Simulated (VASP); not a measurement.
# BaS (Fm-3m) in VASP: further runs

The runs below take BaS through electric field gradients, with LDA.

All numbers are computed with VASP 6.6.1; they aren't measurements. Logs are shortened: lines on timing, memory, paths and dates and some standing lists are left out, and cuts for length are marked.

**1. The cell of the first run**

It takes space group Fm-3m (No. 225, cubic). The conventional cell has a = 6.366 Å, b = 6.366 Å, c = 6.366 Å, α = 90.00°, β = 90.00°, γ = 90.00°. Ba (site symmetry m-3m) has 6 S at 3.18 Å within 4.2 Å. S (site symmetry m-3m) has 6 Ba at 3.18 Å within 4.2 Å.

**2. Electric field gradients, LDA (volume scaled by 0.99)**

Input file INCAR:

```
  PREC = Accurate
  ENCUT = 520
  EDIFF = 1E-8
  ISMEAR = -1
  SIGMA = 0.01
  LREAL = False
  LASPH = True
  NELM = 80
  ALGO = Normal
  ISIF = 2
  LWAVE = False
  LCHARG = False
  GGA = CA
  LEFG = True
  NBANDS = 15
```

Input file KPOINTS:

```
regular mesh
0
Gamma
  7 7 7
```

Input file POSCAR:

```
BaS
1.0
    0.0000000000      3.1830684821      3.1830684821
    3.1830684821      0.0000000000      3.1830684821
    3.1830684821      3.1830684821      0.0000000000
Ba S
1 1
Direct
    0.0000000000      0.0000000000      0.0000000000
    0.5000000000      0.5000000000      0.5000000000
```

Potentials or basis: VASP PAW LDA potentials, release 64 (Ba_sv, S).

Command:

```sh
> cat potpaw_LDA.64/Ba_sv/POTCAR potpaw_LDA.64/S/POTCAR > POTCAR
> mpirun -np 1 vasp_std > vasp.out
```

OUTCAR:

```text
PREC = Accurate
   ENCUT = 520
   EDIFF = 1E-8
   ISMEAR = -1
   LREAL = False
   LASPH = True
   NELM = 80
   ISIF = 2
   GGA = CA

 ion  position               nearest neighbor table
   1  0.000  0.000  0.000-   2 3.18   2 3.18   2 3.18   2 3.18   2 3.18   2 3.18
   2  0.500  0.500  0.500-   1 3.18   1 3.18   1 3.18   1 3.18   1 3.18   1 3.18

  LATTYP: Found a face centered cubic cell.
 ALAT       =     6.3661369642

  Lattice vectors:

 A1 = (   0.0000000000,   3.1830684821,   3.1830684821)
 A2 = (   3.1830684821,   0.0000000000,   3.1830684821)
 A3 = (   3.1830684821,   3.1830684821,   0.0000000000)

Analysis of symmetry for initial positions (statically):
=====================================================================
 Subroutine PRICEL returns:
 Original cell was already a primitive cell.

 Routine SETGRP: Setting up the symmetry group for a
 face centered cubic supercell.

 Subroutine GETGRP returns: Found 48 space group operations
 (whereof 48 operations were pure point group operations)
 out of a pool of 48 trial point group operations.

The static configuration has the point symmetry O_h .

Analysis of symmetry for dynamics (positions and initial velocities):
=====================================================================
 Subroutine PRICEL returns:
 Original cell was already a primitive cell.

 Routine SETGRP: Setting up the symmetry group for a
 face centered cubic supercell.

 Subroutine GETGRP returns: Found 48 space group operations
 (whereof 48 operations were pure point group operations)
 out of a pool of 48 trial point group operations.

The dynamic configuration has the point symmetry O_h .

 Subroutine INISYM returns: Found 48 space group operations
 (whereof 48 operations are pure point group operations),
 and found     1 'primitive' translations

----------------------------------------------------------------------------------------

                                     Primitive cell

  volume of cell :      64.5012

  direct lattice vectors                    reciprocal lattice vectors
     0.000000000  3.183068482  3.183068482    -0.157081132  0.157081132  0.157081132
     3.183068482  0.000000000  3.183068482     0.157081132 -0.157081132  0.157081132
     3.183068482  3.183068482  0.000000000     0.157081132  0.157081132 -0.157081132

  length of vectors
     4.501538617  4.501538617  4.501538617     0.272072501  0.272072501  0.272072501

  position of ions in fractional coordinates (direct lattice)
     0.000000000  0.000000000  0.000000000
     0.500000000  0.500000000  0.500000000

  ion indices of the primitive-cell ions
   primitive index   ion index
                 1           1
                 2           2

----------------------------------------------------------------------------------------

 KPOINTS: regular mesh

Automatic generation of k-mesh.
 Grid dimensions read from file:
 generate k-points for:    7    7    7

 Generating k-lattice:

  Cartesian coordinates                     Fractional coordinates (reciprocal lattice)
    -0.022440162  0.022440162  0.022440162     0.142857143  0.000000000  0.000000000
     0.022440162 -0.022440162  0.022440162     0.000000000  0.142857143  0.000000000
     0.022440162  0.022440162 -0.022440162     0.000000000  0.000000000  0.142857143

  Length of vectors
     0.038867500  0.038867500  0.038867500

  Shift w.r.t. Gamma in fractional coordinates (k-lattice)
     0.000000000  0.000000000  0.000000000

 Subroutine IBZKPT returns following result:
 ===========================================

 Found     20 irreducible k-points:

 Following reciprocal coordinates:
            Coordinates               Weight
  0.000000  0.000000  0.000000      1.000000
  0.142857  0.000000  0.000000      8.000000
  0.285714  0.000000  0.000000      8.000000
  0.428571  0.000000  0.000000      8.000000
  0.142857  0.142857  0.000000      6.000000
  0.285714  0.142857  0.000000     24.000000
[... 12 lines left out ...]
 -0.428571  0.428571  0.142857     24.000000
 -0.285714  0.428571  0.142857     24.000000
   k-points           NKPTS =     20   k-points in BZ     NKDIM =     20   number of bands    NBANDS=     15
   number of dos      NEDOS =    301   number of ions     NIONS =      2
   total plane-waves  NPLWV =  46656
   dimension x,y,z NGX =    36 NGY =   36 NGZ =   36
   dimension x,y,z NGXF=    72 NGYF=   72 NGZF=   72
   ions per type =               1   1
   NGX,Y,Z   is equivalent  to a cutoff of  13.30, 13.30, 13.30 a.u.
   NGXF,Y,Z  is equivalent  to a cutoff of  26.59, 26.59, 26.59 a.u.
 SYSTEM =  unknown system
   PREC   = accura    normal or accurate (medium, high low for compatibility)
   ISTART =      0    job   : 0-new  1-cont  2-samecut
   ICHARG =      2    charge: 1-file 2-atom 10-const
   ISPIN  =      1    spin polarized calculation?
   LNONCOLLINEAR =      F non collinear calculations
   LSORBIT =      F    spin-orbit coupling
   LASPH  =      T    aspherical Exc in radial PAW
   ENCUT  =  520.0 eV  38.22 Ry    6.18 a.u.   8.37  8.37  8.37*2*pi/ulx,y,z
   NELM   =     80;   NELMIN=  2; NELMDL= -5     # of ELM steps
   EDIFF  = 0.1E-07   stopping-criterion for ELM
   LREAL  =      F    real-space projection
   EDIFFG = 0.1E-06   stopping-criterion for IOM
   NSW    =      0    number of steps for IOM
   IBRION =     -1    ionic relax: 0-MD 1-quasi-New 2-CG
   NFREE  =      0    steps in history (QN), initial steepest desc. (CG)
   ISIF   =      2    stress and relaxation
   ISYM   =      2    0-nonsym 1-usesym 2-fastsym
   POTIM  = 0.5000    time-step for ionic-motion
   TEBEG  =    0.0;   TEEND  =   0.0 temperature during run
   PSTRESS=    0.0 pullay stress
   NELECT =      16.0000    total number of electrons
   NUPDOWN=      -1.0000    fix difference up-down
   EMIN   =  10.00;   EMAX   =-10.00  energy-range for DOS
   EFERMI =   0.00;   METHOD = LEGACY
   ISMEAR =    -1;   SIGMA  =   0.01  broadening in eV -4-tet -1-fermi 0-gaus
   EFERMI_NEDOS =   21; number of points for ismear=-14 and -15
   IALGO  =     38    algorithm
   IMIX   =      4    mixing-type and parameters
     AMIX     =   0.40;   BMIX     =  1.00
     AMIX_MAG =   1.60;   BMIX_MAG =  1.00
  volume/ion in A,a.u.               =      32.25       217.64
  Fermi-wavevector in a.u.,A,eV,Ry     =   1.028629  1.943827 14.396025  1.058078
  Thomas-Fermi vector in A             =   2.162635
   LORBIT       =      0    0 simple, 1 ext, 2 COOP (PROOUT), +10 PAW based schemes
   GGA     = CA    functional components
   LHFCALC =     F    Hartree Fock is set to
   AEXX    =    0.0000 exact exchange contribution
   IVDW    =     0    specifies the selected vdW correction
   LEPSILON=     F    determine dielectric tensor
   LRPA    =     F    only Hartree local field effects (RPA)
 non-spin polarized calculation
  energy-cutoff  :      520.00
  volume of cell :       64.50
 maximum number of plane-waves:      1807
 NGX is ok and might be reduce to    36
   NGX = 17   NGY = 17   NGZ = 17

 number of electron      16.0000001 magnetization

 Free energy of the ion-electron system (eV)
  ---------------------------------------------------
  ext. energy  EPLUGINS =         0.00000000
  ---------------------------------------------------
  free energy    TOTEN  =       -11.16643656 eV

  energy without entropy =      -11.16643656  energy(sigma->0) =      -11.16643656

 E-fermi :   1.6066     XC(G=0):  -9.0327

 val. band max:        1.2936136516   @ k =   0.0000   0.0000   0.0000
 cond. band min:       3.2392842151   @ k =   0.4286   0.4286   0.0000
 fundamental gap:      1.9456705635
 Fermi energy:         1.6066162874

 k-point     1 :       0.0000    0.0000    0.0000
  band No.  band energies     occupation
      1     -24.6756      2.00000
      2      -9.7477      2.00000
      3      -9.7477      2.00000
      4      -9.7477      2.00000
      5      -9.0373      2.00000
      6       1.2936      2.00000
      7       1.2936      2.00000
      8       1.2936      2.00000
      9       4.6544      0.00000
     10       4.9955      0.00000
     11       4.9955      0.00000
     12       4.9955      0.00000
     13       5.9910      0.00000
     14       5.9910      0.00000
[... 329 lines left out ...]
      2     -10.4349      2.00000
      3     -10.1411      2.00000
      4      -9.9821      2.00000
      5      -8.3189      2.00000
      6       0.0977      2.00000
      7       0.6824      2.00000
      8       0.7588      2.00000
      9       5.0573      0.00000
     10       5.9893      0.00000
     11       7.6458      0.00000
     12       8.2919      0.00000
     13       8.4615      0.00000
     14      10.3765      0.00000
     15      11.3974      0.00000

------------------------ aborting loop because EDIFF is reached ----------------------------------------

  FORCE on cell =-STRESS in cart. coord.  units (eV):
  Direction    XX          YY          ZZ          XY          YZ          ZX
  --------------------------------------------------------------------------------------
  -------------------------------------------------------------------------------------
  Total       -0.5675541     -0.5675541     -0.5675541      0.0000000      0.0000000      0.0000000
  in kB      -14.0977544    -14.0977544    -14.0977544      0.0000000      0.0000000      0.0000000
  external PRESSURE =     -14.0977544 kB  Pullay stress =       0.0000000 kB

 VOLUME and BASIS-vectors are now :
 -----------------------------------------------------------------------------
  energy-cutoff  :      520.00
  volume of cell :       64.50
      direct lattice vectors                 reciprocal lattice vectors
     0.000000000  3.183068482  3.183068482    -0.157081132  0.157081132  0.157081132
     3.183068482  0.000000000  3.183068482     0.157081132 -0.157081132  0.157081132
     3.183068482  3.183068482  0.000000000     0.157081132  0.157081132 -0.157081132

 POSITION                                       TOTAL-FORCE (eV/Angst)
 -----------------------------------------------------------------------------------
      0.00000      0.00000      0.00000        -0.000000      0.000000     -0.000000
      3.18307      3.18307      3.18307         0.000000     -0.000000      0.000000
 -----------------------------------------------------------------------------------
    total drift:                                0.000000      0.000000      0.000000

  FREE ENERGIE OF THE ION-ELECTRON SYSTEM (eV)
  ---------------------------------------------------
  free  energy   TOTEN  =       -11.1664365557 eV

  energy  without entropy=      -11.1664365557  energy(sigma->0) =      -11.16643656

 Electric field gradients (V/A^2)
---------------------------------------------------------------------
 ion       V_xx      V_yy      V_zz      V_xy      V_xz      V_yz
---------------------------------------------------------------------
   1       0.000     0.000     0.000     0.000     0.000     0.000
   2       0.000    -0.000     0.000     0.000     0.000     0.000
---------------------------------------------------------------------

 Electric field gradients after diagonalization (V/A^2)
 (convention: |V_zz| > |V_xx| > |V_yy|)
----------------------------------------------------------------------
 ion       V_xx      V_yy      V_zz     asymmetry (V_yy - V_xx)/ V_zz
----------------------------------------------------------------------
   1      -0.000    -0.000     0.000       0.000
   2      -0.000    -0.000     0.001       0.000
----------------------------------------------------------------------

           NMR quadrupolar parameters

 Cq : quadrupolar parameter    Cq=e*Q*V_zz/h
 eta: asymmetry parameters     (V_yy - V_xx)/ V_zz
 Q  : nuclear electric quadrupole moment in mb (millibarn)
----------------------------------------------------------------------
 ion       Cq(MHz)       eta       Q (mb)
----------------------------------------------------------------------
   1       0.000       0.000       1.000
   2       0.000       0.000       1.000
----------------------------------------------------------------------
```

Run time: 32 s. Hardware: 1 thread of AMD EPYC 7R13, shared host; peak memory 0.15 GiB.

What came out:

* Free energy: -11.1664 eV
* Pressure: -1.4 GPa
* Band gap on the k mesh: 1.95 eV, indirect (least direct gap 2.09 eV)

Caveat: without QUAD_EFG the Cq values of the log hold for a quadrupole moment of 1 mb, not for the nuclei; spin-orbit coupling is left out, which moves the levels of the heavy elements. A k mesh can miss the band edges.

**3. Electric field gradients, LDA (volume scaled by 0.99)**

Input file INCAR:

```
SYSTEM = BaS
  PREC = Accurate
  ENCUT = 520
  EDIFF = 1E-8
  ISMEAR = -1
  SIGMA = 0.01
  LREAL = .FALSE.
  LASPH = .TRUE.
  NELM = 80
  ALGO = Normal
  ISIF = 2
  LWAVE = .FALSE.
  LCHARG = .FALSE.
  GGA = CA
  LEFG = .TRUE.
  NBANDS = 15
```

Input file KPOINTS:

```
regular mesh
0
G
  7 7 7
  0 0 0
```

POSCAR is that of step 2.

Potentials or basis: VASP PAW LDA potentials, release 64 (Ba_sv, S).

Command:

```sh
> cat potpaw_LDA.64/Ba_sv/POTCAR potpaw_LDA.64/S/POTCAR > POTCAR
> mpirun -np 1 vasp_std > vasp.out
```

OUTCAR:

```text
SYSTEM = BaS
   PREC = Accurate
   ENCUT = 520
   EDIFF = 1E-8
   ISMEAR = -1
   LREAL = .FALSE.
   LASPH = .TRUE.
   NELM = 80
   ISIF = 2
   GGA = CA

 ion  position               nearest neighbor table
   1  0.000  0.000  0.000-   2 3.18   2 3.18   2 3.18   2 3.18   2 3.18   2 3.18
   2  0.500  0.500  0.500-   1 3.18   1 3.18   1 3.18   1 3.18   1 3.18   1 3.18

  LATTYP: Found a face centered cubic cell.
 ALAT       =     6.3661369642

  Lattice vectors:

 A1 = (   0.0000000000,   3.1830684821,   3.1830684821)
 A2 = (   3.1830684821,   0.0000000000,   3.1830684821)
 A3 = (   3.1830684821,   3.1830684821,   0.0000000000)

Analysis of symmetry for initial positions (statically):
=====================================================================
 Subroutine PRICEL returns:
 Original cell was already a primitive cell.

 Routine SETGRP: Setting up the symmetry group for a
 face centered cubic supercell.

[... 542 lines left out ...]
      direct lattice vectors                 reciprocal lattice vectors
     0.000000000  3.183068482  3.183068482    -0.157081132  0.157081132  0.157081132
     3.183068482  0.000000000  3.183068482     0.157081132 -0.157081132  0.157081132
     3.183068482  3.183068482  0.000000000     0.157081132  0.157081132 -0.157081132

 POSITION                                       TOTAL-FORCE (eV/Angst)
 -----------------------------------------------------------------------------------
      0.00000      0.00000      0.00000        -0.000000      0.000000     -0.000000
      3.18307      3.18307      3.18307         0.000000     -0.000000      0.000000
 -----------------------------------------------------------------------------------
    total drift:                                0.000000      0.000000      0.000000

  FREE ENERGIE OF THE ION-ELECTRON SYSTEM (eV)
  ---------------------------------------------------
  free  energy   TOTEN  =       -11.1664365557 eV

  energy  without entropy=      -11.1664365557  energy(sigma->0) =      -11.16643656

 Electric field gradients (V/A^2)
---------------------------------------------------------------------
 ion       V_xx      V_yy      V_zz      V_xy      V_xz      V_yz
---------------------------------------------------------------------
   1       0.000     0.000     0.000     0.000     0.000     0.000
   2       0.000    -0.000     0.000     0.000     0.000     0.000
---------------------------------------------------------------------

 Electric field gradients after diagonalization (V/A^2)
 (convention: |V_zz| > |V_xx| > |V_yy|)
----------------------------------------------------------------------
 ion       V_xx      V_yy      V_zz     asymmetry (V_yy - V_xx)/ V_zz
----------------------------------------------------------------------
   1      -0.000    -0.000     0.000       0.000
   2      -0.000    -0.000     0.001       0.000
----------------------------------------------------------------------

           NMR quadrupolar parameters

 Cq : quadrupolar parameter    Cq=e*Q*V_zz/h
 eta: asymmetry parameters     (V_yy - V_xx)/ V_zz
 Q  : nuclear electric quadrupole moment in mb (millibarn)
----------------------------------------------------------------------
 ion       Cq(MHz)       eta       Q (mb)
----------------------------------------------------------------------
   1       0.000       0.000       1.000
   2       0.000       0.000       1.000
----------------------------------------------------------------------
```

OSZICAR:

```text
N       E                     dE             d eps       ncg     rms          rms(c)
DAV:   1     0.799460962897E+02    0.79946E+02   -0.67986E+03   600   0.924E+02
DAV:   2    -0.686149563186E+01   -0.86808E+02   -0.77358E+02   819   0.163E+02
DAV:   3    -0.115736038142E+02   -0.47121E+01   -0.46715E+01   805   0.410E+01
DAV:   4    -0.116895212559E+02   -0.11592E+00   -0.11590E+00   822   0.628E+00
DAV:   5    -0.116912680457E+02   -0.17468E-02   -0.17468E-02   843   0.605E-01    0.491E+00
DAV:   6    -0.111940178011E+02    0.49725E+00   -0.66025E-01   698   0.485E+00    0.340E+00
DAV:   7    -0.111715689258E+02    0.22449E-01   -0.13631E-01   749   0.202E+00    0.196E+00
DAV:   8    -0.111673035484E+02    0.42654E-02   -0.20495E-02   670   0.816E-01    0.246E-01
DAV:   9    -0.111662859157E+02    0.10176E-02   -0.25745E-03   754   0.301E-01    0.138E-01
DAV:  10    -0.111664514323E+02   -0.16552E-03   -0.22545E-04   677   0.105E-01    0.327E-02
DAV:  11    -0.111664357958E+02    0.15636E-04   -0.51126E-05   796   0.413E-02    0.127E-02
DAV:  12    -0.111664365076E+02   -0.71175E-06   -0.44682E-06   670   0.118E-02    0.803E-03
DAV:  13    -0.111664365739E+02   -0.66319E-07   -0.32873E-07   789   0.336E-03    0.851E-04
DAV:  14    -0.111664365554E+02    0.18466E-07   -0.61102E-08   726   0.156E-03    0.353E-04
DAV:  15    -0.111664365557E+02   -0.34106E-09   -0.29873E-09   426   0.377E-04
   1 F= -.11166437E+02 E0= -.11166437E+02  d E =-.144271E-15
```

stdout:

```text
POSCAR found type information on POSCAR BaS
 POSCAR found :  2 types and       2 ions
 scaLAPACK will be used
 LDA part: xc-table for (Slater(with rela. corr.)+CA(PZ))
 , standard interpolation
 POSCAR, INCAR and KPOINTS ok, starting setup
 FFT: planning ... GRIDC
 FFT: planning ... GRID_SOFT
 FFT: planning ... GRID
 WAVECAR not read
 entering main loop
ion   1

ion   2
```

Run time: 41 s. Hardware: 1 thread of AMD EPYC 7R13, shared host; peak memory 0.15 GiB.

Results:

```yaml
Free_energy: -11.1664 eV
Pressure: -1.4 GPa
Band_gap_on_the_k_mesh: 1.95 eV, indirect (least direct gap 2.09 eV)
```

Levels at points of the mesh, in eV from the valence-band top:
| k point | band 5 | band 6 | band 7 | band 8 | band 9 | band 10 | band 11 | band 12 |
| --- | --- | --- | --- | --- | --- | --- | --- | --- |
| (0.00, 0.00, 0.00) | -10.33 | 0.00 | 0.00 | 0.00 | 3.36 | 3.70 | 3.70 | 3.70 |

Caveat: without QUAD_EFG the Cq values of the log hold for a quadrupole moment of 1 mb, not for the nuclei; spin-orbit coupling is left out, which moves the levels of the heavy elements. A k mesh can miss the band edges.

[end of part 1 of 2]
